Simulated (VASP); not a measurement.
# Cd3HgTe4 (P-4m2) in VASP: notebook

Runs on Cd3HgTe4. Level: PBE. Tasks: single point, relaxation of cell and atoms.

Everything below comes from runs of VASP 6.6.1. Logs are shortened: lines on timing, memory, paths and dates and some standing lists are left out, and cuts for length are marked.

## 1. The cell of the first run

The structure is tetragonal, space group P-4m2 (No. 115). The conventional cell has a = 4.378 Å, b = 4.378 Å, c = 12.382 Å, α = 90.00°, β = 90.00°, γ = 90.00°. Cd (site symmetry 2mm) has 4 Te at 2.68 Å within 3.5 Å. Cd (site symmetry -4m2) has 4 Te at 2.68 Å within 3.5 Å. Within 3.5 Å of Hg (site symmetry -4m2) lie 4 Te at 2.68 Å. Te (site symmetry 2mm) has 2 Cd at 2.68 Å and 2 Hg at 2.68 Å within 3.5 Å. Within 3.5 Å of Te (site symmetry 2mm) lie 4 Cd at 2.68 Å.

## 2. Single point, PBE

Contents of INCAR:

```
SYSTEM = Cd3HgTe4
  PREC = Accurate
  ENCUT = 520
  EDIFF = 1E-7
  ISMEAR = 0
  SIGMA = 0.1
  LREAL = .FALSE.
  LASPH = .TRUE.
  NELM = 80
  ALGO = Normal
  ISIF = 2
  LWAVE = .FALSE.
  LCHARG = .FALSE.
  GGA = PE
  NBANDS = 46
```

Contents of KPOINTS:

```
Automatic mesh
0
G
  4 4 2
  0 0 0
```

Contents of POSCAR:

```
Cd3HgTe4
1.0
    4.3777576600      0.0000000000      0.0000000000
    0.0000000000      4.3777576600      0.0000000000
    0.0000000000      0.0000000000     12.3821685100
Cd Hg Te
3 1 4
Direct
    0.0000000000      0.0000000000      0.7500000000
    0.0000000000      0.0000000000      0.2500000000
    0.5000000000      0.5000000000      0.5000000000
    0.5000000000      0.5000000000      0.0000000000
    0.5000000000      0.0000000000      0.8750000000
    0.0000000000      0.5000000000      0.1250000000
    0.5000000000      0.0000000000      0.3750000000
    0.0000000000      0.5000000000      0.6250000000
```

Potentials or basis: VASP PAW PBE potentials, release 64 (Cd, Hg, Te).

Command:

```sh
> cat potpaw_PBE.64/Cd/POTCAR potpaw_PBE.64/Hg/POTCAR potpaw_PBE.64/Te/POTCAR > POTCAR
> mpirun -np 1 vasp_std > vasp.out
```

OUTCAR:

```text
SYSTEM = Cd3HgTe4
   PREC = Accurate
   ENCUT = 520
   EDIFF = 1E-7
   ISMEAR = 0
   LREAL = .FALSE.
   LASPH = .TRUE.
   NELM = 80
   ISIF = 2
   GGA = PE

 ion  position               nearest neighbor table
   1  0.000  0.000  0.750-   5 2.68   8 2.68   8 2.68   5 2.68
   2  0.000  0.000  0.250-   6 2.68   7 2.68   6 2.68   7 2.68
   3  0.500  0.500  0.500-   7 2.68   8 2.68   7 2.68   8 2.68
   4  0.500  0.500  0.000-   5 2.68   6 2.68   5 2.68   6 2.68
   5  0.500  0.000  0.875-   1 2.68   4 2.68   4 2.68   1 2.68
   6  0.000  0.500  0.125-   2 2.68   4 2.68   2 2.68   4 2.68
   7  0.500  0.000  0.375-   2 2.68   3 2.68   3 2.68   2 2.68
   8  0.000  0.500  0.625-   1 2.68   3 2.68   1 2.68   3 2.68

  LATTYP: Found a simple tetragonal cell.
 ALAT       =     4.3777576600
 C/A-ratio  =     2.8284271245

  Lattice vectors:

 A1 = (   4.3777576600,   0.0000000000,   0.0000000000)
 A2 = (   0.0000000000,   4.3777576600,   0.0000000000)
 A3 = (   0.0000000000,   0.0000000000,  12.3821685100)

Analysis of symmetry for initial positions (statically):
=====================================================================
 Subroutine PRICEL returns:
 Original cell was already a primitive cell.

 Routine SETGRP: Setting up the symmetry group for a
 simple tetragonal supercell.

 Subroutine GETGRP returns: Found  8 space group operations
 (whereof  8 operations were pure point group operations)
 out of a pool of 16 trial point group operations.

The static configuration has the point symmetry D_2d.

Analysis of symmetry for dynamics (positions and initial velocities):
=====================================================================
 Subroutine PRICEL returns:
 Original cell was already a primitive cell.

 Routine SETGRP: Setting up the symmetry group for a
 simple tetragonal supercell.

 Subroutine GETGRP returns: Found  8 space group operations
 (whereof  8 operations were pure point group operations)
 out of a pool of 16 trial point group operations.

The dynamic configuration has the point symmetry D_2d.

 Subroutine INISYM returns: Found  8 space group operations
 (whereof  8 operations are pure point group operations),
 and found     1 'primitive' translations

----------------------------------------------------------------------------------------

                                     Primitive cell

  volume of cell :     237.3013

  direct lattice vectors                    reciprocal lattice vectors
     4.377757660  0.000000000  0.000000000     0.228427446  0.000000000  0.000000000
     0.000000000  4.377757660  0.000000000     0.000000000  0.228427446  0.000000000
     0.000000000  0.000000000 12.382168510     0.000000000  0.000000000  0.080761298

  length of vectors
     4.377757660  4.377757660 12.382168510     0.228427446  0.228427446  0.080761298

  position of ions in fractional coordinates (direct lattice)
     0.000000000  0.000000000  0.750000000
     0.000000000  0.000000000  0.250000000
     0.500000000  0.500000000  0.500000000
     0.500000000  0.500000000  0.000000000
     0.500000000  0.000000000  0.875000000
     0.000000000  0.500000000  0.125000000
     0.500000000  0.000000000  0.375000000
     0.000000000  0.500000000  0.625000000

  ion indices of the primitive-cell ions
   primitive index   ion index
                 1           1
                 2           2
                 3           3
                 4           4
                 5           5
                 6           6
                 7           7
                 8           8

----------------------------------------------------------------------------------------

 KPOINTS: Automatic mesh

Automatic generation of k-mesh.
 Grid dimensions read from file:
 generate k-points for:    4    4    2

 Generating k-lattice:

  Cartesian coordinates                     Fractional coordinates (reciprocal lattice)
     0.057106861  0.000000000  0.000000000     0.250000000  0.000000000  0.000000000
     0.000000000  0.057106861  0.000000000     0.000000000  0.250000000  0.000000000
     0.000000000  0.000000000  0.040380649     0.000000000  0.000000000  0.500000000

  Length of vectors
     0.057106861  0.057106861  0.040380649

  Shift w.r.t. Gamma in fractional coordinates (k-lattice)
     0.000000000  0.000000000  0.000000000

 Subroutine IBZKPT returns following result:
 ===========================================

 Found     12 irreducible k-points:

 Following reciprocal coordinates:
            Coordinates               Weight
  0.000000  0.000000  0.000000      1.000000
  0.250000  0.000000  0.000000      4.000000
  0.500000  0.000000  0.000000      2.000000
  0.250000  0.250000  0.000000      4.000000
  0.500000  0.250000  0.000000      4.000000
  0.500000  0.500000  0.000000      1.000000
  0.000000  0.000000  0.500000      1.000000
  0.250000  0.000000  0.500000      4.000000
  0.500000  0.000000  0.500000      2.000000
  0.250000  0.250000  0.500000      4.000000
  0.500000  0.250000  0.500000      4.000000
  0.500000  0.500000  0.500000      1.000000
   k-points           NKPTS =     12   k-points in BZ     NKDIM =     12   number of bands    NBANDS=     46
   number of dos      NEDOS =    301   number of ions     NIONS =      8
   total plane-waves  NPLWV = 124416
   dimension x,y,z NGX =    36 NGY =   36 NGZ =   96
   dimension x,y,z NGXF=    72 NGYF=   72 NGZF=  192
   ions per type =               3   1   4
   NGX,Y,Z   is equivalent  to a cutoff of  13.67, 13.67, 12.89 a.u.
   NGXF,Y,Z  is equivalent  to a cutoff of  27.34, 27.34, 25.78 a.u.
 SYSTEM =  Cd3HgTe4
   PREC   = accura    normal or accurate (medium, high low for compatibility)
   ISTART =      0    job   : 0-new  1-cont  2-samecut
   ICHARG =      2    charge: 1-file 2-atom 10-const
   ISPIN  =      1    spin polarized calculation?
   LNONCOLLINEAR =      F non collinear calculations
   LSORBIT =      F    spin-orbit coupling
   LASPH  =      T    aspherical Exc in radial PAW
   ENCUT  =  520.0 eV  38.22 Ry    6.18 a.u.   8.14  8.14 23.02*2*pi/ulx,y,z
   NELM   =     80;   NELMIN=  2; NELMDL= -5     # of ELM steps
   EDIFF  = 0.1E-06   stopping-criterion for ELM
   LREAL  =      F    real-space projection
   EDIFFG = 0.1E-05   stopping-criterion for IOM
   NSW    =      0    number of steps for IOM
   IBRION =     -1    ionic relax: 0-MD 1-quasi-New 2-CG
   NFREE  =      0    steps in history (QN), initial steepest desc. (CG)
   ISIF   =      2    stress and relaxation
   ISYM   =      2    0-nonsym 1-usesym 2-fastsym
   POTIM  = 0.5000    time-step for ionic-motion
   TEBEG  =    0.0;   TEEND  =   0.0 temperature during run
   PSTRESS=    0.0 pullay stress
   NELECT =      72.0000    total number of electrons
   NUPDOWN=      -1.0000    fix difference up-down
   EMIN   =  10.00;   EMAX   =-10.00  energy-range for DOS
   EFERMI =   0.00;   METHOD = LEGACY
   ISMEAR =     0;   SIGMA  =   0.10  broadening in eV -4-tet -1-fermi 0-gaus
   EFERMI_NEDOS =   21; number of points for ismear=-14 and -15
   IALGO  =     38    algorithm
   IMIX   =      4    mixing-type and parameters
     AMIX     =   0.40;   BMIX     =  1.00
     AMIX_MAG =   1.60;   BMIX_MAG =  1.00
  volume/ion in A,a.u.               =      29.66       200.17
  Fermi-wavevector in a.u.,A,eV,Ry     =   1.100067  2.078824 16.465041  1.210146
  Thomas-Fermi vector in A             =   2.236472
   LORBIT       =      0    0 simple, 1 ext, 2 COOP (PROOUT), +10 PAW based schemes
   GGA     = PE    functional components
   LHFCALC =     F    Hartree Fock is set to
   AEXX    =    0.0000 exact exchange contribution
   IVDW    =     0    specifies the selected vdW correction
   LEPSILON=     F    determine dielectric tensor
   LRPA    =     F    only Hartree local field effects (RPA)
 non-spin polarized calculation
 Gauss-broadening in eV      SIGMA  =   0.10
  energy-cutoff  :      520.00
  volume of cell :      237.30
 maximum number of plane-waves:      6451
 NGX is ok and might be reduce to    36
   NGX = 17   NGY = 17   NGZ = 47

 number of electron      71.9999989 magnetization

 Free energy of the ion-electron system (eV)
  ---------------------------------------------------
  ext. energy  EPLUGINS =         0.00000000
  ---------------------------------------------------
  free energy    TOTEN  =       -16.28786714 eV

  energy without entropy =      -16.28786714  energy(sigma->0) =      -16.28786714

 E-fermi :   4.3448     XC(G=0):  -9.2382

 val. band max:        3.9660878725   @ k =   0.0000   0.0000   0.0000
 cond. band min:       4.7132308153   @ k =   0.0000   0.0000   0.0000
 fundamental gap:      0.7471429428
 Fermi energy:         4.3448229687

 k-point     1 :       0.0000    0.0000    0.0000
  band No.  band energies     occupation
      1      -8.3952      2.00000
      2      -7.9859      2.00000
      3      -7.9305      2.00000
      4      -7.5799      2.00000
      5      -5.0430      2.00000
      6      -5.0430      2.00000
[... 38 lines left out ...]
     45       8.2776      0.00000
     46       8.2820      0.00000

 k-point     2 :       0.2500    0.0000    0.0000
  band No.  band energies     occupation
      1      -8.1834      2.00000
      2      -7.8774      2.00000
      3      -7.8393      2.00000
      4      -7.5965      2.00000
      5      -5.0182      2.00000
      6      -4.9994      2.00000
[... 38 lines left out ...]
     45       8.6610      0.00000
     46       9.3090      0.00000

 k-point     3 :       0.5000    0.0000    0.0000
  band No.  band energies     occupation
      1      -7.8662      2.00000
      2      -7.7712      2.00000
      3      -7.7258      2.00000
      4      -7.7258      2.00000
      5      -4.9748      2.00000
      6      -4.9723      2.00000
[... 38 lines left out ...]
     45       9.0493      0.00000
     46       9.1126      0.00000

 k-point     4 :       0.2500    0.2500    0.0000
  band No.  band energies     occupation
      1      -7.9996      2.00000
      2      -7.7735      2.00000
      3      -7.7535      2.00000
      4      -7.5816      2.00000
      5      -4.9605      2.00000
      6      -4.9552      2.00000
[... 38 lines left out ...]
     45       9.5402      0.00000
     46       9.6940      0.00000

 k-point     5 :       0.5000    0.2500    0.0000
  band No.  band energies     occupation
      1      -7.7372      2.00000
      2      -7.6866      2.00000
      3      -7.6438      2.00000
      4      -7.6438      2.00000
      5      -4.9327      2.00000
      6      -4.9304      2.00000
[... 38 lines left out ...]
     45       9.9274      0.00000
     46      10.0215      0.00000

 k-point     6 :       0.5000    0.5000    0.0000
  band No.  band energies     occupation
      1      -7.6031      2.00000
      2      -7.6031      2.00000
      3      -7.5630      2.00000
      4      -7.5630      2.00000
      5      -4.8907      2.00000
      6      -4.8775      2.00000
[... 38 lines left out ...]
     45       9.5492      0.00000
     46       9.5492      0.00000

 k-point     7 :       0.0000    0.0000    0.5000
  band No.  band energies     occupation
      1      -8.3476      2.00000
      2      -8.1656      2.00000
      3      -7.6946      2.00000
      4      -7.6826      2.00000
      5      -5.0412      2.00000
      6      -5.0412      2.00000
[... 38 lines left out ...]
     45       8.9948      0.00000
     46       9.0007      0.00000

 k-point     8 :       0.2500    0.0000    0.5000
  band No.  band energies     occupation
      1      -8.1523      2.00000
      2      -8.0001      2.00000
      3      -7.6835      2.00000
      4      -7.6605      2.00000
      5      -5.0183      2.00000
      6      -4.9993      2.00000
[... 38 lines left out ...]
     45       8.9538      0.00000
     46       8.9730      0.00000

 k-point     9 :       0.5000    0.0000    0.5000
  band No.  band energies     occupation
      1      -7.8661      2.00000
      2      -7.7711      2.00000
      3      -7.7258      2.00000
      4      -7.7258      2.00000
      5      -4.9746      2.00000
      6      -4.9737      2.00000
[... 38 lines left out ...]
     45       9.2178      0.00000
     46       9.2199      0.00000

 k-point    10 :       0.2500    0.2500    0.5000
  band No.  band energies     occupation
      1      -7.9794      2.00000
      2      -7.8594      2.00000
      3      -7.6453      2.00000
      4      -7.6241      2.00000
      5      -4.9614      2.00000
      6      -4.9574      2.00000
[... 38 lines left out ...]
     45       9.2160      0.00000
     46       9.2902      0.00000

 k-point    11 :       0.5000    0.2500    0.5000
  band No.  band energies     occupation
      1      -7.7372      2.00000
      2      -7.6866      2.00000
      3      -7.6438      2.00000
      4      -7.6438      2.00000
      5      -4.9324      2.00000
      6      -4.9296      2.00000
[... 38 lines left out ...]
     45      10.0820      0.00000
     46      10.1316      0.00000

 k-point    12 :       0.5000    0.5000    0.5000
  band No.  band energies     occupation
      1      -7.6031      2.00000
      2      -7.6031      2.00000
      3      -7.5631      2.00000
      4      -7.5631      2.00000
      5      -4.8906      2.00000
      6      -4.8840      2.00000
[... 38 lines left out ...]
     45      11.5208      0.00000
     46      11.6010      0.00000

------------------------ aborting loop because EDIFF is reached ----------------------------------------

  FORCE on cell =-STRESS in cart. coord.  units (eV):
  Direction    XX          YY          ZZ          XY          YZ          ZX
  --------------------------------------------------------------------------------------
  -------------------------------------------------------------------------------------
  Total       18.0161638     18.0161638     17.4322600      0.0000000      0.0000000      0.0000000
  in kB      121.6389777    121.6389777    117.6966585      0.0000000      0.0000000      0.0000000
  external PRESSURE =     120.3248713 kB  Pullay stress =       0.0000000 kB

 VOLUME and BASIS-vectors are now :
 -----------------------------------------------------------------------------
  energy-cutoff  :      520.00
  volume of cell :      237.30
      direct lattice vectors                 reciprocal lattice vectors
     4.377757660  0.000000000  0.000000000     0.228427446  0.000000000  0.000000000
     0.000000000  4.377757660  0.000000000     0.000000000  0.228427446  0.000000000
     0.000000000  0.000000000 12.382168510     0.000000000  0.000000000  0.080761298

 POSITION                                       TOTAL-FORCE (eV/Angst)
 -----------------------------------------------------------------------------------
      0.00000      0.00000      9.28663         0.000000      0.000000      0.013503
      0.00000      0.00000      3.09554         0.000000      0.000000     -0.013503
      2.18888      2.18888      6.19108        -0.000000     -0.000000      0.000000
      2.18888      2.18888      0.00000        -0.000000     -0.000000      0.000000
      2.18888      0.00000     10.83440        -0.000000      0.000000     -0.194554
      0.00000      2.18888      1.54777        -0.000000      0.000000      0.194554
      2.18888      0.00000      4.64331        -0.000000      0.000000     -0.004047
      0.00000      2.18888      7.73886        -0.000000      0.000000      0.004047
 -----------------------------------------------------------------------------------
    total drift:                                0.000000      0.000000      0.000000

  FREE ENERGIE OF THE ION-ELECTRON SYSTEM (eV)
  ---------------------------------------------------
  free  energy   TOTEN  =       -16.2878671442 eV

  energy  without entropy=      -16.2878671397  energy(sigma->0) =      -16.28786714
```

Wall time 5.5 min (1 thread of AMD EPYC 7R13, shared host); peak memory 0.38 GiB.

Results:

* Free energy: -16.2879 eV
* Pressure: 12.0 GPa
* Largest force: 0.195 eV/Å
* Band gap on the k mesh: 0.75 eV, direct

Forces on the atoms (eV/Å):
```
Cd   0.000  0.000  0.014
Cd   0.000  0.000 -0.014
Cd   0.000  0.000  0.000
Hg   0.000  0.000  0.000
Te   0.000  0.000 -0.195
Te   0.000  0.000  0.195
Te   0.000  0.000 -0.004
Te   0.000  0.000  0.004
```

Levels at points of the mesh, in eV from the valence-band top:
```
           k point  band 34  band 35  band 36  band 37  band 38  band 39
(0.00, 0.00, 0.00)    -0.02     0.00     0.00     0.75     2.20     2.31
(0.50, 0.00, 0.00)    -1.13    -1.05    -0.94     1.34     1.81     3.01
(0.50, 0.50, 0.00)    -2.54    -2.54    -2.51     2.11     2.19     2.19
(0.00, 0.00, 0.50)    -0.67    -0.42    -0.42     1.83     2.24     2.28
(0.50, 0.00, 0.50)    -1.19    -1.13    -0.94     1.95     2.56     2.57
(0.50, 0.50, 0.50)    -2.78    -2.75    -2.71     2.69     2.91     2.91
```

Caveat: spin-orbit coupling is left out, which moves the levels of the heavy elements.

(Part 1 of 2 ends here.)
